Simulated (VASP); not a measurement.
# Al3Pd (Pm-3m) in VASP: notebook

Al3Pd is run at these levels: PBE; tasks: single point.

All numbers are computed with VASP 6.6.1; they aren't measurements. Logs are shortened: lines on timing, memory, paths and dates and some standing lists are left out, and cuts for length are marked.

## (1) The cell of the first run

Symmetry: Pm-3m, No. 221, cubic system. Conventional cell: a = 3.947 Å, b = 3.947 Å, c = 3.947 Å, α = 90.00°, β = 90.00°, γ = 90.00°. Al (site symmetry 4/mmm) has 8 Al at 2.79 Å and 4 Pd at 2.79 Å within 3.7 Å. Pd (site symmetry m-3m) has 12 Al at 2.79 Å within 3.7 Å.

## (2) Single point, PBE

INCAR reads:

```
SYSTEM = Al3Pd
PREC = Accurate
ENCUT = 500
EDIFF = 1E-6
ISMEAR = -1
SIGMA = 0.1
LREAL = .FALSE.
LASPH = .TRUE.
NELM = 120
ALGO = Normal
ISIF = 2
LWAVE = .FALSE.
LCHARG = .FALSE.
GGA = PE
NBANDS = 18
GGA_COMPAT = .FALSE.
```

KPOINTS reads:

```
regular mesh
0
G
  7 7 7
  0 0 0
```

POSCAR reads:

```
Al3Pd
1.0
    3.9469100000      0.0000000000      0.0000000000
    0.0000000000      3.9469100000      0.0000000000
    0.0000000000      0.0000000000      3.9469100000
Al Pd
3 1
Direct
    0.0000000000      0.5000000000      0.5000000000
    0.5000000000      0.0000000000      0.5000000000
    0.5000000000      0.5000000000      0.0000000000
    0.0000000000      0.0000000000      0.0000000000
```

Potentials or basis: VASP PAW PBE potentials, release 64 (Al, Pd).

Started as:

```bash
$ cat potpaw_PBE.64/Al/POTCAR potpaw_PBE.64/Pd/POTCAR > POTCAR
$ mpirun -np 1 vasp_std > vasp.out
```

OUTCAR:

```text
SYSTEM = Al3Pd
   PREC = Accurate
   ENCUT = 500
   EDIFF = 1E-6
   ISMEAR = -1
   LREAL = .FALSE.
   LASPH = .TRUE.
   NELM = 120
   ISIF = 2
   GGA = PE

 ion  position               nearest neighbor table
   1  0.000  0.500  0.500-   2 2.79   3 2.79   4 2.79   3 2.79   4 2.79   2 2.79   4 2.79   4 2.79
                             2 2.79   3 2.79   3 2.79   2 2.79
   2  0.500  0.000  0.500-   1 2.79   3 2.79   4 2.79   3 2.79   4 2.79   1 2.79   3 2.79   3 2.79
                             1 2.79   4 2.79   4 2.79   1 2.79
   3  0.500  0.500  0.000-   1 2.79   2 2.79   4 2.79   1 2.79   2 2.79   2 2.79   4 2.79   2 2.79
                             1 2.79   4 2.79   1 2.79   4 2.79
   4  0.000  0.000  0.000-   1 2.79   2 2.79   3 2.79   1 2.79   2 2.79   1 2.79   3 2.79   1 2.79
                             2 2.79   3 2.79   2 2.79   3 2.79

  LATTYP: Found a simple cubic cell.
 ALAT       =     3.9469100000

  Lattice vectors:

 A1 = (   3.9469100000,   0.0000000000,   0.0000000000)
 A2 = (   0.0000000000,   3.9469100000,   0.0000000000)
 A3 = (   0.0000000000,   0.0000000000,   3.9469100000)

Analysis of symmetry for initial positions (statically):
=====================================================================
 Subroutine PRICEL returns:
 Original cell was already a primitive cell.

 Routine SETGRP: Setting up the symmetry group for a
 simple cubic supercell.

 Subroutine GETGRP returns: Found 48 space group operations
[... 9 lines left out ...]

 Routine SETGRP: Setting up the symmetry group for a
 simple cubic supercell.

 Subroutine GETGRP returns: Found 48 space group operations
[... 11 lines left out ...]
                                     Primitive cell

  volume of cell :      61.4854

  direct lattice vectors                    reciprocal lattice vectors
     3.946910000  0.000000000  0.000000000     0.253362757  0.000000000  0.000000000
     0.000000000  3.946910000  0.000000000     0.000000000  0.253362757  0.000000000
     0.000000000  0.000000000  3.946910000     0.000000000  0.000000000  0.253362757

  length of vectors
     3.946910000  3.946910000  3.946910000     0.253362757  0.253362757  0.253362757

  position of ions in fractional coordinates (direct lattice)
     0.000000000  0.500000000  0.500000000
     0.500000000  0.000000000  0.500000000
     0.500000000  0.500000000  0.000000000
     0.000000000  0.000000000  0.000000000

  ion indices of the primitive-cell ions
   primitive index   ion index
                 1           1
[... 67 lines left out ...]
   LASPH  =      T    aspherical Exc in radial PAW
   ENCUT  =  500.0 eV  36.75 Ry    6.06 a.u.   7.20  7.20  7.20*2*pi/ulx,y,z
   NELM   =    120;   NELMIN=  2; NELMDL= -5     # of ELM steps
   EDIFF  = 0.1E-05   stopping-criterion for ELM
   LREAL  =      F    real-space projection
   EDIFFG = 0.1E-04   stopping-criterion for IOM
   NSW    =      0    number of steps for IOM
   IBRION =     -1    ionic relax: 0-MD 1-quasi-New 2-CG
   NFREE  =      0    steps in history (QN), initial steepest desc. (CG)
   ISIF   =      2    stress and relaxation
   ISYM   =      2    0-nonsym 1-usesym 2-fastsym
   POTIM  = 0.5000    time-step for ionic-motion
   TEBEG  =    0.0;   TEEND  =   0.0 temperature during run
   PSTRESS=    0.0 pullay stress
   NELECT =      19.0000    total number of electrons
   NUPDOWN=      -1.0000    fix difference up-down
   EMIN   =  10.00;   EMAX   =-10.00  energy-range for DOS
   EFERMI =   0.00;   METHOD = LEGACY
   ISMEAR =    -1;   SIGMA  =   0.10  broadening in eV -4-tet -1-fermi 0-gaus
   EFERMI_NEDOS =   21; number of points for ismear=-14 and -15
   IALGO  =     38    algorithm
   IMIX   =      4    mixing-type and parameters
     AMIX     =   0.40;   BMIX     =  1.00
     AMIX_MAG =   1.60;   BMIX_MAG =  1.00
  volume/ion in A,a.u.               =      15.37       103.73
  Fermi-wavevector in a.u.,A,eV,Ry     =   1.106799  2.091547 16.667195  1.225004
  Thomas-Fermi vector in A             =   2.243305
   LORBIT       =      0    0 simple, 1 ext, 2 COOP (PROOUT), +10 PAW based schemes
   GGA     = PE    functional components
   LHFCALC =     F    Hartree Fock is set to
   AEXX    =    0.0000 exact exchange contribution
   IVDW    =     0    specifies the selected vdW correction
   LEPSILON=     F    determine dielectric tensor
   LRPA    =     F    only Hartree local field effects (RPA)
 non-spin polarized calculation
  energy-cutoff  :      500.00
  volume of cell :       61.49
 maximum number of plane-waves:      1573
 NGX is ok and might be reduce to    30
   NGX = 15   NGY = 15   NGZ = 15

 number of electron      19.0000003 magnetization

 Free energy of the ion-electron system (eV)
  ---------------------------------------------------
  ext. energy  EPLUGINS =         0.00000000
  ---------------------------------------------------
  free energy    TOTEN  =       -17.82023123 eV

  energy without entropy =      -17.74424692  energy(sigma->0) =      -17.78223908

 E-fermi :   9.3395     XC(G=0): -11.0666

 val. band max:        9.3014664949   @ k =   0.4286   0.4286   0.2857
 cond. band min:       9.3872089334   @ k =   0.0000   0.0000   0.0000
 fundamental gap:      0.0857424385
 Fermi energy:         9.3394619696

 k-point     1 :       0.0000    0.0000    0.0000
  band No.  band energies     occupation
      1      -1.7682      2.00000
      2       4.2600      2.00000
      3       4.2600      2.00000
      4       5.6198      2.00000
      5       5.6198      2.00000
      6       5.6198      2.00000
[... 397 lines left out ...]
      5       5.1110      2.00000
      6       5.3601      2.00000
[... 10 lines left out ...]
     17      20.8499      0.00000
     18      20.8616      0.00000

------------------------ aborting loop because EDIFF is reached ----------------------------------------

  FORCE on cell =-STRESS in cart. coord.  units (eV):
  Direction    XX          YY          ZZ          XY          YZ          ZX
  --------------------------------------------------------------------------------------
  -------------------------------------------------------------------------------------
  Total        0.5239997      0.5239997      0.5239997      0.0000000      0.0000000     -0.0000000
  in kB       13.6543167     13.6543167     13.6543167      0.0000000      0.0000000     -0.0000000
  external PRESSURE =      13.6543167 kB  Pullay stress =       0.0000000 kB

 VOLUME and BASIS-vectors are now :
 -----------------------------------------------------------------------------
  energy-cutoff  :      500.00
  volume of cell :       61.49
      direct lattice vectors                 reciprocal lattice vectors
     3.946910000  0.000000000  0.000000000     0.253362757  0.000000000  0.000000000
     0.000000000  3.946910000  0.000000000     0.000000000  0.253362757  0.000000000
     0.000000000  0.000000000  3.946910000     0.000000000  0.000000000  0.253362757

 POSITION                                       TOTAL-FORCE (eV/Angst)
 -----------------------------------------------------------------------------------
      0.00000      1.97345      1.97345         0.000000      0.000000      0.000000
      1.97345      0.00000      1.97345         0.000000      0.000000      0.000000
      1.97345      1.97345      0.00000         0.000000      0.000000      0.000000
      0.00000      0.00000      0.00000         0.000000      0.000000      0.000000
 -----------------------------------------------------------------------------------
    total drift:                               -0.000000     -0.000000      0.000000

  FREE ENERGIE OF THE ION-ELECTRON SYSTEM (eV)
  ---------------------------------------------------
  free  energy   TOTEN  =       -17.8202312278 eV

  energy  without entropy=      -17.7442469239  energy(sigma->0) =      -17.78223908
```

stdout:

```text
POSCAR found type information on POSCAR AlPd
 POSCAR found :  2 types and       4 ions
 scaLAPACK will be used
 LDA part: xc-table for (Slater+PW92), standard interpolation
 POSCAR, INCAR and KPOINTS ok, starting setup
 FFT: planning ... GRIDC
 FFT: planning ... GRID_SOFT
 FFT: planning ... GRID
 WAVECAR not read
 entering main loop
```

Wall time 27 s (1 thread of AMD EPYC 7R13, shared host); peak memory 0.15 GiB.

What came out:

* Free energy: -17.8202 eV
* Pressure: 1.4 GPa

## (3) Single point, PBE

INCAR reads:

```
  PREC = Accurate
  ENCUT = 500
  EDIFF = 1E-6
  ISMEAR = -1
  SIGMA = 0.1
  LREAL = F
  LASPH = T
  NELM = 120
  ALGO = Normal
  ISIF = 2
  LWAVE = F
  LCHARG = F
  GGA = PE
  NBANDS = 18
  GGA_COMPAT = F
```

KPOINTS reads:

```
regular mesh
0
Gamma
  7 7 7
```

POSCAR is that of step 2.

Potentials or basis: VASP PAW PBE potentials, release 64 (Al, Pd).

Started as:

```bash
$ cat potpaw_PBE.64/Al/POTCAR potpaw_PBE.64/Pd/POTCAR > POTCAR
$ mpirun -np 1 vasp_std > vasp.out
```

OUTCAR:

```text
PREC = Accurate
   ENCUT = 500
   EDIFF = 1E-6
   ISMEAR = -1
   LREAL = F
   LASPH = T
   NELM = 120
   ISIF = 2
   GGA = PE

 ion  position               nearest neighbor table
   1  0.000  0.500  0.500-   2 2.79   3 2.79   4 2.79   3 2.79   4 2.79   2 2.79   4 2.79   4 2.79
                             2 2.79   3 2.79   3 2.79   2 2.79
   2  0.500  0.000  0.500-   1 2.79   3 2.79   4 2.79   3 2.79   4 2.79   1 2.79   3 2.79   3 2.79
                             1 2.79   4 2.79   4 2.79   1 2.79
   3  0.500  0.500  0.000-   1 2.79   2 2.79   4 2.79   1 2.79   2 2.79   2 2.79   4 2.79   2 2.79
[... 618 lines left out ...]
  -------------------------------------------------------------------------------------
  Total        0.5239997      0.5239997      0.5239997      0.0000000      0.0000000     -0.0000000
  in kB       13.6543167     13.6543167     13.6543167      0.0000000      0.0000000     -0.0000000
  external PRESSURE =      13.6543167 kB  Pullay stress =       0.0000000 kB

 VOLUME and BASIS-vectors are now :
 -----------------------------------------------------------------------------
  energy-cutoff  :      500.00
  volume of cell :       61.49
      direct lattice vectors                 reciprocal lattice vectors
     3.946910000  0.000000000  0.000000000     0.253362757  0.000000000  0.000000000
     0.000000000  3.946910000  0.000000000     0.000000000  0.253362757  0.000000000
     0.000000000  0.000000000  3.946910000     0.000000000  0.000000000  0.253362757

 POSITION                                       TOTAL-FORCE (eV/Angst)
 -----------------------------------------------------------------------------------
      0.00000      1.97345      1.97345         0.000000      0.000000      0.000000
      1.97345      0.00000      1.97345         0.000000      0.000000      0.000000
      1.97345      1.97345      0.00000         0.000000      0.000000      0.000000
      0.00000      0.00000      0.00000         0.000000      0.000000      0.000000
 -----------------------------------------------------------------------------------
    total drift:                               -0.000000     -0.000000      0.000000

  FREE ENERGIE OF THE ION-ELECTRON SYSTEM (eV)
  ---------------------------------------------------
  free  energy   TOTEN  =       -17.8202312278 eV

  energy  without entropy=      -17.7442469239  energy(sigma->0) =      -17.78223908
```

OSZICAR:

```text
N       E                     dE             d eps       ncg     rms          rms(c)
DAV:   1     0.531932045046E+02    0.53193E+02   -0.69574E+03   720   0.832E+02
DAV:   2    -0.164865980228E+02   -0.69680E+02   -0.64199E+02   824   0.163E+02
DAV:   3    -0.183915514894E+02   -0.19050E+01   -0.18731E+01   948   0.253E+01
DAV:   4    -0.184069022636E+02   -0.15351E-01   -0.15347E-01   810   0.258E+00
DAV:   5    -0.184071437427E+02   -0.24148E-03   -0.24147E-03   900   0.323E-01    0.812E+00
DAV:   6    -0.181465078235E+02    0.26064E+00   -0.37520E+00   752   0.194E+01    0.532E+00
DAV:   7    -0.178543133649E+02    0.29219E+00   -0.70759E-01   740   0.102E+01    0.232E+00
DAV:   8    -0.178267430965E+02    0.27570E-01   -0.65692E-02   794   0.150E+00    0.624E-01
DAV:   9    -0.178203025014E+02    0.64406E-02   -0.15184E-02   772   0.133E+00    0.147E-01
DAV:  10    -0.178202320003E+02    0.70501E-04   -0.66483E-04   814   0.176E-01    0.627E-02
DAV:  11    -0.178202321982E+02   -0.19789E-06   -0.16335E-05   826   0.305E-02    0.355E-02
DAV:  12    -0.178202312278E+02    0.97034E-06   -0.29975E-06   772   0.101E-02
   1 F= -.17820231E+02 E0= -.17782239E+02  d E =-.759843E-01
```

Wall time 27 s (1 thread of AMD EPYC 7R13, shared host); peak memory 0.15 GiB.

What came out:

| Quantity | Value |
| --- | --- |
| Free energy | -17.8202 eV |
| Pressure | 1.4 GPa |
